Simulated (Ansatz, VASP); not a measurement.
**Sn: VASP beside Ansatz**

```xyz
1
Lattice="-1.7380 1.7873 2.3538 1.7380 -1.7873 2.3538 1.7380 1.7873 -2.3538" Properties=species:S:1:pos:R:3 pbc="T T T"
Sn    0.0000    0.0000    0.0000
```

Change from the starting cell: volume scaled by 1.02.

Alike in both runs: task single point; functional LDA; k mesh 11 × 11 × 11; occupations fermi-dirac, width 0.05 eV; no spin polarisation.

```csv
,VASP,Ansatz
version,VASP 6.6.1,Ansatz 0.2.0
potentials or method,"VASP PAW LDA potentials, release 64 (Sn_d), cutoff 520 eV","all-electron LAPW, scalar-relativistic"
```

|  | VASP | Ansatz | Ansatz less VASP |
| --- | --- | --- | --- |
| gap on the k mesh at the Fermi level (eV) | none | none | - |
| pressure (GPa) | -5.4 | -5.5 | -0.02 |
| traceless stress, the component that is largest in VASP (GPa) | -0.96 | -0.97 | -0.009 |

LDA's correlation is that of Perdew and Zunger in VASP and of Perdew and Wang (1992) in Ansatz. A gap of «none» marks a metal or a gap that the smearing closes. Ansatz ran all-electron here, and VASP with PAW potentials.
